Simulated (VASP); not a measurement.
GdSe:

```xyz
2
Lattice="4.0807 0.0000 0.0000 2.0404 3.5340 0.0000 2.0404 1.1780 3.3319" Properties=species:S:1:pos:R:3 pbc="T T T"
Gd    0.0000    0.0000    0.0000
Se    4.0807    2.3560    1.6659
```

Base run:

- Program: VASP 6.6.1
- Functional: LDA
- Potentials or basis: VASP PAW PBE potentials, release 64 (Gd, Se)
- Cutoff: 520 eV
- k mesh: 10 × 10 × 10
- Occupations: fermi-dirac, width 0.1 eV
- Spin: collinear spin, ferromagnetic start
- Starting moments: [4.9, 0.0] μB
- Hubbard terms: Gd f U = 3.0 eV

Its results: pressure -2.8 GPa; net moment 7.00 μB per cell; site moments Gd +6.82; Se -0.03 μB.

Problem. The run is repeated on the same cell with these changes: hubbard terms from Gd f U = 3.0 eV to Gd f U = 1.0 eV. What comes out?

Solution. Pressure -2.3 GPa; net moment 6.82 μB per cell; site moments Gd +6.67; Se -0.03 μB.

Caveats: the PAW data sets were made with another functional, which shifts forces and pressure a little; a cell with one magnetic atom can't hold antiferromagnetic order, which such compounds often take.
